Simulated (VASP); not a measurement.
The system is Sn2Sb.

```
Sn Sb
1.0
     4.58147    0.00000    0.00000
     0.00000    4.58147    0.00000
     0.00000    0.00000    6.99042
Sn Sb
4 2
Direct
  0.00000 0.00000 0.00000
  0.50000 0.50000 0.00000
  0.00000 0.50000 0.27000
  0.50000 0.00000 0.73000
  0.00000 0.50000 0.70000
  0.50000 0.00000 0.30000
```

```yaml
Program: VASP 6.6.1
Task: relaxation of cell and atoms
Functional: PBE
Potentials_or_basis: VASP PAW PBE potentials, release 64 (Sn_d, Sb)
Cutoff: 600 eV
k_mesh: 4 × 4 × 4
Occupations: gaussian, width 0.1 eV
Spin: no spin polarisation
```

At the start: pressure 15.9 GPa; volume 24.45 Å³/atom.

Task: How do energy, volume and symmetry change on relaxing?

Result: Over 17 steps the energy falls by 264.2 meV/atom and the volume is 30.42 Å³/atom (+24.4 %); space group P4/nmm (No. 129, to 0.1 Å) before and after.

Step by step:
| step | energy change (eV) | largest force (eV/Å) | pressure (GPa) | volume (Å³) |
| --- | --- | --- | --- | --- |
| 1 | 0.0000 | 1.4167 | 15.93 | 146.73 |
| 2 | -1.1479 | 0.2126 | -4.10 | 204.61 |
| 3 | -1.4840 | 0.3811 | -0.21 | 180.96 |
| 4 | -1.4840 | 0.3676 | -0.36 | 181.69 |
| 5 | -1.5359 | 0.2290 | -0.12 | 181.06 |
| 6 | -1.5513 | 0.2637 | 0.18 | 180.52 |
| 7 | -1.5517 | 0.2809 | 0.25 | 180.41 |
| 8 | -1.5614 | 0.2439 | -0.03 | 181.63 |
| 9 | -1.5707 | 0.1763 | -0.47 | 183.78 |
| 10 | -1.5717 | 0.1453 | -0.67 | 184.76 |
| 11 | -1.5774 | 0.1056 | -0.51 | 184.19 |
| 12 | -1.5833 | 0.0527 | -0.21 | 183.12 |
| 13 | -1.5768 | 0.1405 | 0.47 | 180.99 |
| 14 | -1.5840 | 0.0582 | 0.01 | 182.55 |
| 15 | -1.5840 | 0.0590 | 0.01 | 182.59 |
| 16 | -1.5844 | 0.0492 | -0.01 | 182.57 |
| 17 | -1.5853 | 0.0343 | -0.03 | 182.49 |

Final structure:
```
Sn Sb
1.0
     5.05674    0.00000    0.00000
     0.00000    5.05674    0.00000
     0.00000    0.00000    7.13683
Sn Sb
4 2
Direct
  0.00000 0.00000 0.00000
  0.50000 0.50000 0.00000
  0.00000 0.50000 0.28841
  0.50000 0.00000 0.71159
  0.00000 0.50000 0.71252
  0.50000 0.00000 0.28748
```

Caveat: the volume moved by over 15 % at a fixed basis, so the end points are rough.
